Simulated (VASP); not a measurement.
Input of a VASP 6.6.1 run:

INCAR

```
PREC = Accurate
ENCUT = 520
EDIFF = 1E-6
ISMEAR = -1
SIGMA = 0.05
LREAL = F
LASPH = T
NELM = 80
ALGO = Normal
ISIF = 2
LWAVE = F
LCHARG = F
GGA = PS
IVDW = 12
NBANDS = 16
```

KPOINTS

```
Automatic mesh
0
Gamma
  10 10 5
```

POSCAR

```
SiC
1.0
    3.0344273363      0.0000000000      0.0000000000
   -1.5172136681      2.6278911591      0.0000000000
    0.0000000000      0.0000000000      4.9797754205
Si C
2 2
Direct
    0.6666666667      0.3333333333      0.5000000000
    0.3333333333      0.6666666667      0.0000000000
    0.6666666667      0.3333333333      0.8850000000
    0.3333333333      0.6666666667      0.3850000000
```

Potentials or basis: VASP PAW PBE potentials, release 64 (Si, C).

Command:

```sh
$ cat potpaw_PBE.64/Si/POTCAR potpaw_PBE.64/C/POTCAR > POTCAR
$ mpirun -np 1 vasp_std > vasp.out
```

(1) Estimate the pressure.

(2) Predict the band gap on the k mesh.

Answers

(1) 6.4 GPa.

(2) 2.25 eV, indirect (least direct gap 4.04 eV).

Caveat: the PAW data sets were made with another functional, which shifts forces and pressure a little.
